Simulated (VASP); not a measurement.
# Re (P6_3/mmc) in VASP: further runs, part 2 of 2

VASP 6.6.1. Earlier steps stand in the parts before.

## Step 3: Single point, PBEsol

Input file INCAR:

```
SYSTEM = Re
PREC     = Accurate       ! precision mode
ENCUT    = 520            ! plane-wave cutoff, eV
EDIFF    = 1E-7           ! SCF threshold, eV
ISMEAR   = 0              ! smearing method
SIGMA    = 0.05           ! smearing width, eV
LREAL    = .False.        ! projectors in reciprocal space
LASPH    = .True.         ! aspherical terms in the spheres
NELM     = 60             ! most SCF steps
ALGO     = Normal         ! electronic algorithm
ISIF     = 2              ! what is computed and relaxed
LWAVE    = .False.        ! write WAVECAR
LCHARG   = .False.        ! write CHGCAR
GGA      = PS             ! functional
NBANDS   = 14             ! bands
```

Input file KPOINTS:

```
regular mesh
0
Gamma
  18 18 10
  0 0 0
```

Input file POSCAR:

```
Re
1.0
    2.7498186612      0.0000000000      0.0000000000
   -1.3749093306      2.3814128164      0.0000000000
    0.0000000000      0.0000000000      4.4447859029
Re
2
Direct
    0.3333333333      0.6666666667      0.7500000000
    0.6666666667      0.3333333333      0.2500000000
```

Potentials or basis: VASP PAW PBE potentials, release 64 (Re).

Command:

```bash
> cat potpaw_PBE.64/Re/POTCAR > POTCAR
> mpirun -np 1 vasp_std > vasp.out
```

OUTCAR:

```text
SYSTEM = Re
   PREC = Accurate
   ENCUT = 520
   EDIFF = 1E-7
   ISMEAR = 0
   LREAL = .False.
   LASPH = .True.
   NELM = 60
   ISIF = 2
   GGA = PS

 ion  position               nearest neighbor table
   1  0.333  0.667  0.750-   2 2.73   2 2.73   2 2.73   2 2.73   2 2.73   2 2.73
   2  0.667  0.333  0.250-   1 2.73   1 2.73   1 2.73   1 2.73   1 2.73   1 2.73

  LATTYP: Found a hexagonal cell.
 ALAT       =     2.7498186612
 C/A-ratio  =     1.6163923700

  Lattice vectors:

 A1 = (   2.7498186612,   0.0000000000,   0.0000000000)
 A2 = (  -1.3749093306,   2.3814128164,   0.0000000000)
 A3 = (   0.0000000000,   0.0000000000,   4.4447859029)

Analysis of symmetry for initial positions (statically):
=====================================================================
 Subroutine PRICEL returns:
 Original cell was already a primitive cell.

 Routine SETGRP: Setting up the symmetry group for a
 hexagonal supercell.

 Subroutine GETGRP returns: Found 24 space group operations
 (whereof 12 operations were pure point group operations)
 out of a pool of 24 trial point group operations.

The static configuration has the point symmetry D_3d.
 The point group associated with its full space group is D_6h.

Analysis of symmetry for dynamics (positions and initial velocities):
=====================================================================
 Subroutine PRICEL returns:
 Original cell was already a primitive cell.

 Routine SETGRP: Setting up the symmetry group for a
 hexagonal supercell.

 Subroutine GETGRP returns: Found 24 space group operations
 (whereof 12 operations were pure point group operations)
 out of a pool of 24 trial point group operations.

The dynamic configuration has the point symmetry D_3d.
 The point group associated with its full space group is D_6h.

 Subroutine INISYM returns: Found 24 space group operations
 (whereof 12 operations are pure point group operations),
 and found     1 'primitive' translations

----------------------------------------------------------------------------------------

                                     Primitive cell

  volume of cell :      29.1065

  direct lattice vectors                    reciprocal lattice vectors
     2.749818661  0.000000000  0.000000000     0.363660344  0.209959397  0.000000000
    -1.374909331  2.381412816  0.000000000     0.000000000  0.419918795  0.000000000
     0.000000000  0.000000000  4.444785903     0.000000000  0.000000000  0.224982715

  length of vectors
     2.749818661  2.749818661  4.444785903     0.419918795  0.419918795  0.224982715

  position of ions in fractional coordinates (direct lattice)
     0.333333333  0.666666667  0.750000000
     0.666666667  0.333333333  0.250000000

  ion indices of the primitive-cell ions
   primitive index   ion index
                 1           1
                 2           2

----------------------------------------------------------------------------------------

 KPOINTS: regular mesh

Automatic generation of k-mesh.
 Grid dimensions read from file:
 generate k-points for:   18   18   10

[... 25 lines left out ...]
  0.277778  0.000000  0.000000      6.000000
[... 16 lines left out ...]
  0.333333  0.111111  0.000000     12.000000
  0.388889  0.111111  0.000000     12.000000
 [... further k-points ...]
   k-points           NKPTS =    222   k-points in BZ     NKDIM =    222   number of bands    NBANDS=     14
   number of dos      NEDOS =    301   number of ions     NIONS =      2
   total plane-waves  NPLWV =  14400
   dimension x,y,z NGX =    20 NGY =   20 NGZ =   36
   dimension x,y,z NGXF=    40 NGYF=   40 NGZF=   72
   ions per type =               2
   NGX,Y,Z   is equivalent  to a cutoff of  12.09, 12.09, 13.46 a.u.
   NGXF,Y,Z  is equivalent  to a cutoff of  24.18, 24.18, 26.93 a.u.
 SYSTEM =  Re
   PREC   = accura    normal or accurate (medium, high low for compatibility)
   ISTART =      0    job   : 0-new  1-cont  2-samecut
   ICHARG =      2    charge: 1-file 2-atom 10-const
   ISPIN  =      1    spin polarized calculation?
   LNONCOLLINEAR =      F non collinear calculations
   LSORBIT =      F    spin-orbit coupling
   LASPH  =      T    aspherical Exc in radial PAW
   ENCUT  =  520.0 eV  38.22 Ry    6.18 a.u.   5.11  5.11  8.26*2*pi/ulx,y,z
   NELM   =     60;   NELMIN=  2; NELMDL= -5     # of ELM steps
   EDIFF  = 0.1E-06   stopping-criterion for ELM
   LREAL  =      F    real-space projection
   EDIFFG = 0.1E-05   stopping-criterion for IOM
   NSW    =      0    number of steps for IOM
   IBRION =     -1    ionic relax: 0-MD 1-quasi-New 2-CG
   NFREE  =      0    steps in history (QN), initial steepest desc. (CG)
   ISIF   =      2    stress and relaxation
   ISYM   =      2    0-nonsym 1-usesym 2-fastsym
   POTIM  = 0.5000    time-step for ionic-motion
   TEBEG  =    0.0;   TEEND  =   0.0 temperature during run
   PSTRESS=    0.0 pullay stress
   NELECT =      14.0000    total number of electrons
   NUPDOWN=      -1.0000    fix difference up-down
   EMIN   =  10.00;   EMAX   =-10.00  energy-range for DOS
   EFERMI =   0.00;   METHOD = LEGACY
   ISMEAR =     0;   SIGMA  =   0.05  broadening in eV -4-tet -1-fermi 0-gaus
   EFERMI_NEDOS =   21; number of points for ismear=-14 and -15
   IALGO  =     38    algorithm
   IMIX   =      4    mixing-type and parameters
     AMIX     =   0.40;   BMIX     =  1.00
     AMIX_MAG =   1.60;   BMIX_MAG =  1.00
  volume/ion in A,a.u.               =      14.55        98.21
  Fermi-wavevector in a.u.,A,eV,Ry     =   1.282688  2.423929 22.385504  1.645288
  Thomas-Fermi vector in A             =   2.414985
   LORBIT       =      0    0 simple, 1 ext, 2 COOP (PROOUT), +10 PAW based schemes
   GGA     = PS    functional components
   LHFCALC =     F    Hartree Fock is set to
   AEXX    =    0.0000 exact exchange contribution
   IVDW    =     0    specifies the selected vdW correction
   LEPSILON=     F    determine dielectric tensor
   LRPA    =     F    only Hartree local field effects (RPA)
 non-spin polarized calculation
 Gauss-broadening in eV      SIGMA  =   0.05
  energy-cutoff  :      520.00
  volume of cell :       29.11
 maximum number of plane-waves:       798
   NGX = 11   NGY = 11   NGZ = 17

 number of electron      14.0000001 magnetization

 Free energy of the ion-electron system (eV)
  ---------------------------------------------------
  ext. energy  EPLUGINS =         0.00000000
  ---------------------------------------------------
  free energy    TOTEN  =       -26.73752962 eV

  energy without entropy =      -26.73558334  energy(sigma->0) =      -26.73655648

 E-fermi :   7.8329     XC(G=0): -13.8799

 val. band max:        7.8288975817   @ k =   0.3889   0.2222   0.3000
 cond. band min:       7.8362969093   @ k =   0.3889   0.0000   0.5000
 fundamental gap:      0.0073993276
 Fermi energy:         7.8329491278

 k-point     1 :       0.0000    0.0000    0.0000
  band No.  band energies     occupation
      1      -2.1205      2.00000
      2       1.1289      2.00000
      3       6.2287      2.00000
      4       6.2398      2.00000
      5       6.2398      2.00000
      6       7.0915      2.00000
      7       7.0915      2.00000
      8       8.0475      0.00000
      9       8.0475      0.00000
     10       8.4789      0.00000
     11      11.2737      0.00000
     12      11.2737      0.00000
     13      17.9864      0.00000
     14      22.0458      0.00000
[... 377 lines left out ...]
      1       2.1894      2.00000
      2       2.3187      2.00000
      3       2.6315      2.00000
      4       5.5432      2.00000
      5       5.7278      2.00000
      6       6.4483      2.00000
      7       7.2109      2.00000
      8      11.1106      0.00000
      9      11.7262      0.00000
     10      12.0116      0.00000
     11      13.5968      0.00000
     12      16.3926      0.00000
     13      18.1401      0.00000
     14      19.2057      0.00000

 [... further k-points ...]

------------------------ aborting loop because EDIFF is reached ----------------------------------------

  FORCE on cell =-STRESS in cart. coord.  units (eV):
  Direction    XX          YY          ZZ          XY          YZ          ZX
  --------------------------------------------------------------------------------------
  -------------------------------------------------------------------------------------
  Total        0.0072365      0.0072365     -0.0081921      0.0000000      0.0000000     -0.0000000
  in kB        0.3983350      0.3983350     -0.4509401      0.0000000      0.0000000     -0.0000000
  external PRESSURE =       0.1152433 kB  Pullay stress =       0.0000000 kB

 VOLUME and BASIS-vectors are now :
 -----------------------------------------------------------------------------
  energy-cutoff  :      520.00
  volume of cell :       29.11
      direct lattice vectors                 reciprocal lattice vectors
     2.749818661  0.000000000  0.000000000     0.363660344  0.209959397  0.000000000
    -1.374909331  2.381412816  0.000000000     0.000000000  0.419918795  0.000000000
     0.000000000  0.000000000  4.444785903     0.000000000  0.000000000  0.224982715

 POSITION                                       TOTAL-FORCE (eV/Angst)
 -----------------------------------------------------------------------------------
     -0.00000      1.58761      3.33359        -0.000000      0.000000      0.000000
      1.37491      0.79380      1.11120         0.000000     -0.000000      0.000000
 -----------------------------------------------------------------------------------
    total drift:                               -0.000000      0.000000     -0.000000

  FREE ENERGIE OF THE ION-ELECTRON SYSTEM (eV)
  ---------------------------------------------------
  free  energy   TOTEN  =       -26.7375296201 eV

  energy  without entropy=      -26.7355833366  energy(sigma->0) =      -26.73655648
```

Run time: 1.7 min. Hardware: 1 thread of Intel Xeon 8259CL, shared host; peak memory 0.2 GiB.

Results:

| Quantity | Value |
| --- | --- |
| Free energy | -26.7375 eV |
| Pressure | 0.0 GPa |
| Band gap on the k mesh | zero (bands 7 and 8 overlap by 3.23 eV) |

Levels at points of the mesh, in eV from the Fermi level:
```
           k point  band 5  band 6  band 7  band 8  band 9  band 10
(0.00, 0.00, 0.00)   -1.59   -0.74   -0.74    0.21    0.21     0.65
(0.50, 0.00, 0.00)   -1.72   -1.38   -0.60    4.07    4.47     4.61
(0.00, 0.00, 0.50)   -1.72   -1.72   -1.72   -1.72    2.61     2.61
(0.50, 0.00, 0.50)    0.42    0.42    0.97    0.97    4.39     4.39
```

Caveat: the PAW data sets were made with another functional, which shifts forces and pressure a little; spin-orbit coupling is left out, which moves the levels of the heavy elements.

## Step 4: Relaxation of cell and atoms, PBEsol

This run uses another cell than the first one, of 14.70 Å³/atom.

Input file INCAR:

```
  PREC = Accurate
  ENCUT = 600
  EDIFF = 1E-7
  ISMEAR = 0
  SIGMA = 0.05
  LREAL = F
  LASPH = T
  NELM = 80
  ALGO = Normal
  ISIF = 3
  LWAVE = F
  LCHARG = F
  GGA = PS
  IBRION = 2
  NSW = 80
  EDIFFG = -0.01
```

Input file KPOINTS:

```
Automatic mesh
0
Gamma
  18 18 10
```

Input file POSCAR:

```
Re
1.0
    2.7600000000      0.0000000000      0.0000000000
   -1.3800000000      2.3902301144      0.0000000000
    0.0000000000      0.0000000000      4.4574000000
Re
2
Direct
    0.3333333333      0.6666666667      0.7500000000
    0.6666666667      0.3333333333      0.2500000000
```

Potentials or basis: VASP PAW PBE potentials, release 64 (Re).

Command:

```bash
> cat potpaw_PBE.64/Re/POTCAR > POTCAR
> mpirun -np 1 vasp_std > vasp.out
```

OUTCAR:

```text
PREC = Accurate
   ENCUT = 600
   EDIFF = 1E-7
   ISMEAR = 0
   LREAL = F
   LASPH = T
   NELM = 80
   ISIF = 3
   GGA = PS
   IBRION = 2
   NSW = 80
   EDIFFG = -0.01

 ion  position               nearest neighbor table
   1  0.333  0.667  0.750-   2 2.74   2 2.74   2 2.74   2 2.74   2 2.74   2 2.74
   2  0.667  0.333  0.250-   1 2.74   1 2.74   1 2.74   1 2.74   1 2.74   1 2.74

  LATTYP: Found a hexagonal cell.
 ALAT       =     2.7600000000
 C/A-ratio  =     1.6150000000

  Lattice vectors:

 A1 = (   2.7600000000,   0.0000000000,   0.0000000000)
 A2 = (  -1.3800000000,   2.3902301144,   0.0000000000)
 A3 = (   0.0000000000,   0.0000000000,   4.4574000000)

Analysis of symmetry for initial positions (statically):
=====================================================================
 Subroutine PRICEL returns:
 Original cell was already a primitive cell.

 Routine SETGRP: Setting up the symmetry group for a
 hexagonal supercell.

 Subroutine GETGRP returns: Found 24 space group operations
 (whereof 12 operations were pure point group operations)
 out of a pool of 24 trial point group operations.

The static configuration has the point symmetry D_3d.
 The point group associated with its full space group is D_6h.

Analysis of symmetry for dynamics (positions and initial velocities):
[... 305 lines left out ...]

 number of electron      14.0000000 magnetization

 Free energy of the ion-electron system (eV)
  ---------------------------------------------------
  ext. energy  EPLUGINS =         0.00000000
  ---------------------------------------------------
  free energy    TOTEN  =       -26.73917478 eV

  energy without entropy =      -26.73723362  energy(sigma->0) =      -26.73820420

 E-fermi :   7.8295     XC(G=0): -13.8780

 val. band max:        7.8253380168   @ k =   0.3889   0.2222   0.3000
 cond. band min:       7.8323793643   @ k =   0.3889   0.0000   0.5000
 fundamental gap:      0.0070413476
 Fermi energy:         7.8295166425

 k-point     1 :       0.0000    0.0000    0.0000
  band No.  band energies     occupation
      1      -2.1224      2.00000
      2       1.1272      2.00000
      3       6.2247      2.00000
      4       6.2373      2.00000
      5       6.2373      2.00000
      6       7.0884      2.00000
      7       7.0884      2.00000
      8       8.0450      0.00000
      9       8.0450      0.00000
     10       8.4731      0.00000
     11      11.2691      0.00000
[... 309 lines left out ...]
 k-point    24 :       0.3889    0.1111    0.0000
  band No.  band energies     occupation
      1       2.1876      2.00000
      2       2.3169      2.00000
      3       2.6298      2.00000
      4       5.5402      2.00000
      5       5.7258      2.00000
      6       6.4447      2.00000
      7       7.2069      2.00000
      8      11.1058      0.00000
      9      11.7217      0.00000
     10      12.0056      0.00000
     11      13.5915      0.00000

 [... further k-points ...]

------------------------ aborting loop because EDIFF is reached ----------------------------------------

  FORCE on cell =-STRESS in cart. coord.  units (eV):
  Direction    XX          YY          ZZ          XY          YZ          ZX
  --------------------------------------------------------------------------------------
  -------------------------------------------------------------------------------------
  Total        0.0095640      0.0095640     -0.0132807     -0.0000000     -0.0000000      0.0000000
  in kB        0.5262835      0.5262835     -0.7308058     -0.0000000     -0.0000000      0.0000000
  external PRESSURE =       0.1072538 kB  Pullay stress =       0.0000000 kB
[... 17 lines left out ...]
  FREE ENERGIE OF THE ION-ELECTRON SYSTEM (eV)
  ---------------------------------------------------
  free  energy   TOTEN  =       -26.7391747837 eV

  energy  without entropy=      -26.7372336163  energy(sigma->0) =      -26.73820420

 reached required accuracy - stopping structural energy minimisation
```

CONTCAR:

```text
Re
   1.00000000000000
     2.7500168623136116   -0.0000000000000000    0.0000000000000000
    -1.3750084311568058    2.3815844635545984   -0.0000000000000000
     0.0000000000000000    0.0000000000000000    4.4455725717493948
  Re
     2
Direct
     0.3333333332999970    0.6666666667000030    0.7500000000000000
     0.6666666667000030    0.3333333332999970    0.2500000000000000

  0.00000000E+00  0.00000000E+00  0.00000000E+00
  0.00000000E+00  0.00000000E+00  0.00000000E+00
```

Run time: 4.8 min. Hardware: 1 thread of Intel Xeon 8259CL, shared host; peak memory 0.23 GiB.

Results:

- Free energy: -26.7392 eV
- Relaxed volume: 14.56 Å³/atom
- Relaxed cell: a = 2.750 Å, b = 2.750 Å, c = 4.446 Å, α = 90.00°, β = 90.00°, γ = 120.00°
- Space group after relaxing (to 0.1 Å): P6_3/mmc (No. 194)
- Energy gained by relaxing: 1.8 meV/atom
- Ionic steps: 5
- Pressure after relaxing: 0.0 GPa
- Band gap on the k mesh: zero (bands 7 and 8 overlap by 3.23 eV)

Stress tensor (GPa, compression positive):
```
 0.05  0.00  0.00
 0.00  0.05  0.00
 0.00  0.00 -0.07
```

The path:
| step | energy change (eV) | largest force (eV/Å) | pressure (GPa) | volume (Å³) |
| --- | --- | --- | --- | --- |
| 1 | 0.0000 | 0.0000 | -3.88 | 29.41 |
| 2 | 0.0630 | 0.0000 | 18.50 | 27.92 |
| 3 | -0.0036 | 0.0000 | -0.07 | 29.12 |
| 4 | -0.0036 | 0.0000 | 0.01 | 29.12 |
| 5 | -0.0036 | 0.0000 | 0.01 | 29.12 |

Final structure:
```xyz
2
Lattice="2.7500 0.0000 0.0000 -1.3750 2.3816 0.0000 0.0000 0.0000 4.4456" Properties=species:S:1:pos:R:3 pbc="T T T"
Re    0.0000    1.5877    3.3342
Re    1.3750    0.7939    1.1114
```

Levels at points of the mesh, in eV from the Fermi level:
```tsv
k point	band 3	band 4	band 5	band 6	band 7	band 8	band 9	band 10	band 11
(0.00, 0.00, 0.00)	-1.60	-1.59	-1.59	-0.74	-0.74	0.22	0.22	0.64	3.44
(0.50, 0.00, 0.00)	-5.32	-1.95	-1.72	-1.38	-0.60	4.07	4.47	4.61	6.19
(0.00, 0.00, 0.50)	-2.41	-2.41	-1.72	-1.72	-1.72	-1.72	2.61	2.61	2.61
(0.50, 0.00, 0.50)	-4.15	-4.15	0.42	0.42	0.97	0.97	4.39	4.39	4.88
```

Caveat: the PAW data sets were made with another functional, which shifts forces and pressure a little; spin-orbit coupling is left out, which moves the levels of the heavy elements.
